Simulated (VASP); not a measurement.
The system is BN.

```
CELL_PARAMETERS angstrom
0.00000 1.81300 1.81300
1.81300 0.00000 1.81300
1.81300 1.81300 0.00000
ATOMIC_POSITIONS crystal
B 0.00000 0.00000 0.00000
N 0.75000 0.75000 0.75000
```

Base run:

* Program: VASP 6.6.1
* Functional: r2SCAN
* Potentials or basis: VASP PAW PBE potentials, release 64 (B, N)
* Cutoff: 520 eV
* k mesh: 12 × 12 × 12
* Occupations: gaussian, width 0.05 eV
* Spin: no spin polarisation

Its results: band gap on the k mesh 4.96 eV, indirect (least direct gap 9.48 eV); pressure -4.1 GPa.

Question: The run is repeated on the same cell with these changes: potentials or basis from VASP PAW PBE potentials, release 64 (B, N) to VASP PAW PBE potentials, release 64 (B_h, N_h); cutoff from 520 eV to 910 eV. What comes out?

Answer: Band gap on the k mesh 4.98 eV, indirect (least direct gap 9.50 eV); pressure -5.7 GPa.

Caveats: the PAW data sets were made with another functional, which shifts forces and pressure a little; the cutoff is under 1.25 times the usual one of these potentials, so pressure, stress and relaxed cells hold a basis-set (Pulay) error (some runs).

A k mesh can miss the band edges.
